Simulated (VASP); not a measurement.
# TiAl (Pm-3m) in VASP: settings compared, part 2 of 2

VASP 6.6.1. Earlier steps stand in the parts before.

### 3 Relaxation of cell and atoms, PBEsol-based global hybrid

This run uses another cell than the first one, of 16.06 Å³/atom, 0.977 times its volume.

File POSCAR:

```
TiAl
1.0
    3.1790640000      0.0000000000      0.0000000000
    0.0000000000      3.1790640000      0.0000000000
    0.0000000000      0.0000000000      3.1790640000
Ti Al
1 1
Direct
    0.0000000000      0.0000000000      0.0000000000
    0.5000000000      0.5000000000      0.5000000000
```

File INCAR.step1:

```
ALGO = Normal
EDIFF = 1E-5
ENCUT = 600
GGA = PE
ISMEAR = -1
LASPH = T
LCHARG = F
LREAL = F
LWAVE = T
NBANDS = 14
NELM = 80
PREC = Accurate
SIGMA = 0.05
```

File INCAR.step2:

```
AEXX = 0.25
ALGO = Normal
EDIFF = 1E-7
EDIFFG = -0.01
ENCUT = 600
GGA = PS
IBRION = 2
ISIF = 3
ISMEAR = -1
ISTART = 1
LASPH = T
LCHARG = F
LHFCALC = T
LREAL = F
LWAVE = F
NELM = 80
NSW = 60
PREC = Accurate
PRECFOCK = Normal
SIGMA = 0.05
```

File KPOINTS:

```
k-points
0
Gamma
  4 4 4
```

Potentials or basis: VASP PAW PBE potentials, release 64 (Ti_sv, Al).

Command:

```
$ cat potpaw_PBE.64/Ti_sv/POTCAR potpaw_PBE.64/Al/POTCAR > POTCAR
$ cp INCAR.step1 INCAR
$ mpirun -np 1 vasp_std > vasp.out
$ cp INCAR.step2 INCAR
$ mpirun -np 1 vasp_std > vasp.out
```

OUTCAR:

```text
AEXX = 0.25
   EDIFF = 1E-7
   EDIFFG = -0.01
   ENCUT = 600
   GGA = PS
   IBRION = 2
   ISIF = 3
   ISMEAR = -1
   ISTART = 1
   LASPH = T
   LHFCALC = T
   LREAL = F
   NELM = 80
   NSW = 60
   PREC = Accurate
   PRECFOCK = Normal

 ion  position               nearest neighbor table
   1  0.000  0.000  0.000-   2 2.75   2 2.75   2 2.75   2 2.75   2 2.75   2 2.75   2 2.75   2 2.75

   2  0.500  0.500  0.500-   1 2.75   1 2.75   1 2.75   1 2.75   1 2.75   1 2.75   1 2.75   1 2.75

  LATTYP: Found a simple cubic cell.
 ALAT       =     3.1790640000

  Lattice vectors:

 A1 = (   3.1790640000,   0.0000000000,   0.0000000000)
 A2 = (   0.0000000000,   3.1790640000,   0.0000000000)
 A3 = (   0.0000000000,   0.0000000000,   3.1790640000)
[... 176 lines left out ...]
  -------------------------------------------------------------------------------------
  Total       -0.6961374     -0.6961374     -0.6961374      0.0000000      0.0000000      0.0000000
  in kB      -34.7142472    -34.7142472    -34.7142472      0.0000000      0.0000000      0.0000000
  external PRESSURE =     -34.7142472 kB  Pullay stress =       0.0000000 kB
[... 59 lines left out ...]
--------------------------------------- Ionic step        3  -------------------------------------------

 number of electron      15.0000002 magnetization

 Free energy of the ion-electron system (eV)
  ---------------------------------------------------
  ext. energy  EPLUGINS =         0.00000000
  ---------------------------------------------------
  free energy    TOTEN  =       -16.09856883 eV

  energy without entropy =      -16.08790932  energy(sigma->0) =      -16.09323907

 E-fermi :   9.1560     XC(G=0):  -8.9038

 val. band max:        8.6381912957   @ k =   0.2500   0.2500   0.2500
 cond. band min:       9.2111647094   @ k =   0.5000   0.2500   0.2500
 fundamental gap:      0.5729734137
 Fermi energy:         9.1560136568

 k-point     1 :       0.0000    0.0000    0.0000
  band No.  band energies     occupation
      1     -53.2064      2.00000
      2     -27.8076      2.00000
      3     -27.8076      2.00000
      4     -27.8076      2.00000
      5      -2.2720      2.00000
      6       6.5345      2.00000
      7       6.5345      2.00000
      8      11.9674      0.00000
      9      11.9674      0.00000
     10      11.9674      0.00000
     11      14.4523      0.00000
[... 153 lines left out ...]
  FREE ENERGIE OF THE ION-ELECTRON SYSTEM (eV)
  ---------------------------------------------------
  free  energy   TOTEN  =       -16.0985688278 eV

  energy  without entropy=      -16.0879093197  energy(sigma->0) =      -16.09323907

 reached required accuracy - stopping structural energy minimisation
```

OUTCAR.step1:

```text
EDIFF = 1E-5
   ENCUT = 600
   GGA = PE
   ISMEAR = -1
   LASPH = T
   LREAL = F
[... 373 lines left out ...]
 -----------------------------------------------------------------------------------
      0.00000      0.00000      0.00000         0.000000      0.000000      0.000000
      1.58953      1.58953      1.58953         0.000000      0.000000      0.000000
 -----------------------------------------------------------------------------------
    total drift:                               -0.000000     -0.000000     -0.000000

  FREE ENERGIE OF THE ION-ELECTRON SYSTEM (eV)
  ---------------------------------------------------
  free  energy   TOTEN  =       -12.1267507285 eV

  energy  without entropy=      -12.1093853942  energy(sigma->0) =      -12.11806806
```

It took 14 min on 1 thread of Intel Xeon 6975P-C (Granite Rapids), shared host; peak memory 0.16 GiB.

Results:

```yaml
Free_energy: -16.0986 eV
Relaxed_volume: 15.62 Å³/atom
Relaxed_cell: a = 3.150 Å, b = 3.150 Å, c = 3.150 Å, α = 90.00°, β = 90.00°, γ = 90.00°
Space_group_after_relaxing_to_0.05_Å: Pm-3m (No. 221)
Energy_gained_by_relaxing: 4.9 meV/atom
Ionic_steps: 3
Pressure_after_relaxing: 0.0 GPa
```

Step by step:
```tsv
step	energy change (eV)	largest force (eV/Å)	pressure (GPa)	volume (Å³)
1	0.0000	0.0000	-3.47	32.13
2	-0.0032	0.0000	3.08	30.54
3	-0.0098	0.0000	0.02	31.24
```

Final structure:
```
Ti Al
1.0
     3.14956    0.00000    0.00000
     0.00000    3.14956    0.00000
     0.00000    0.00000    3.14956
Ti Al
1 1
Cartesian
  0.0000 0.0000 0.0000
  1.5748 1.5748 1.5748
```

Caveat: the k points lie up to 0.50 Å⁻¹ apart in the final cell; the PAW data sets were made with another functional, which shifts forces and pressure a little.
